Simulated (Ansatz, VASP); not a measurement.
CaO in VASP and in Ansatz

Contents of INCAR:

```
ALGO = Normal
EDIFF = 1E-7
ENCUT = 520
GGA = PE
ISIF = 2
ISMEAR = 0
LASPH = T
LCHARG = F
LREAL = F
LWAVE = F
NBANDS = 24
NELM = 80
PREC = Accurate
SIGMA = 0.05
```

Contents of KPOINTS:

```
k-points
0
Gamma
  9 9 6
```

The input POSCAR:

```
CaO
1.0
    4.3516790093      0.0000000000      0.0000000000
   -2.1758395046      3.2602338657      0.0000000000
    0.0000000000      0.0000000000      4.6793913223
Ca O
2 2
Direct
    0.3333333333      0.6666666667      0.7500000000
    0.6666666667      0.3333333333      0.2500000000
    0.3333333333      0.6666666667      0.2500000000
    0.6666666667      0.3333333333      0.7500000000
```

Input for Ansatz:

```yaml
crystal:
  lattice:
    - [4.3516790093, 0.0, 0.0]
    - [-2.1758395046, 3.2602338657, 0.0]
    - [0.0, 0.0, 4.6793913223]
  atoms:
    - { symbol: Ca, position: [0.3333333333, 0.6666666667, 0.75] }
    - { symbol: Ca, position: [0.6666666667, 0.3333333333, 0.25] }
    - { symbol: O, position: [0.3333333333, 0.6666666667, 0.25] }
    - { symbol: O, position: [0.6666666667, 0.3333333333, 0.75] }
basis:
  ecutwfc: 520.0
kpoints:
  mp_grid: { grid: [9, 9, 6] }
hamiltonian:
  xc: pbe
scf:
  occupations: { method: gaussian, width: 0.05 }
output:
  forces: true
  stress: true
  eigenvalues: true
```

Change from the starting cell: strain +e along x and -e along y +0.0733, strain +e along z and -e/2 along x and y -0.0267.

Alike in both runs: task single point; functional PBE; k mesh 9 × 9 × 6; occupations gaussian, width 0.05 eV; no spin polarisation.

|  | VASP | Ansatz |
| --- | --- | --- |
| version | VASP 6.6.1 | Ansatz 0.2.0 |
| potentials or method | VASP PAW PBE potentials, release 64 (Ca_sv, O), cutoff 520 eV | scalar-relativistic, plane waves, PAW |
| valence electrons in the cell | 32 | 32 |

```csv
,VASP,Ansatz,Ansatz less VASP
gap on the k mesh at the Fermi level (eV),3.07,3.08,+0.016
least direct gap on the mesh (eV),3.07,3.08,+0.016
pressure (GPa),2.5,2.0,-0.52
"traceless stress, the component that is largest in VASP (GPa)",-7.43,-7.18,+0.254
rms of the force components (eV/Å),0.535,0.509,-0.0252
```

Atom by atom the forces differ by 0.025 eV/Å (rms over components).
